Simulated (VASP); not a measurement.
A run of VASP 6.6.1 is set up as follows.

File INCAR:

```
PREC     = Accurate       # precision mode
ENCUT    = 500            # plane-wave cutoff, eV
EDIFF    = 1E-6           # SCF threshold, eV
ISMEAR   = 1              # smearing method
SIGMA    = 0.2            # smearing width, eV
LREAL    = False          # projectors in reciprocal space
LASPH    = True           # aspherical terms in the spheres
NELM     = 120            # most SCF steps
ALGO     = Normal         # electronic algorithm
ISIF     = 2              # what is computed and relaxed
LWAVE    = False          # write WAVECAR
LCHARG   = False          # write CHGCAR
NBANDS   = 18             # bands
GGA_COMPAT= False
```

KPOINTS

```
Automatic mesh
0
Gamma
  11 11 6
```

Contents of POSCAR:

```
Sc
1.0
    3.2269060027      0.0000000000      0.0000000000
   -1.6134530014      2.7945825740      0.0000000000
    0.0000000000      0.0000000000      5.0094253455
Sc
2
Direct
    0.3333333333      0.6666666667      0.2500000000
    0.6666666667      0.3333333333      0.7500000000
```

Potentials or basis: VASP PAW LDA potentials, release 64 (Sc_sv).

The run is started by

```bash
$ cat potpaw_LDA.64/Sc_sv/POTCAR > POTCAR
$ mpirun -np 1 vasp_std > vasp.out
```

Problem. Estimate the pressure.

Solution. -0.1 GPa.

Problem. Predict the band gap on the k mesh.

Solution. Zero (band 11 reaches 5.00 eV, above the bottom of band 12 at 3.41 eV).

Stress tensor (GPa, compression positive):
```
 0.04  0.00  0.00
 0.00  0.04  0.00
 0.00  0.00 -0.52
```
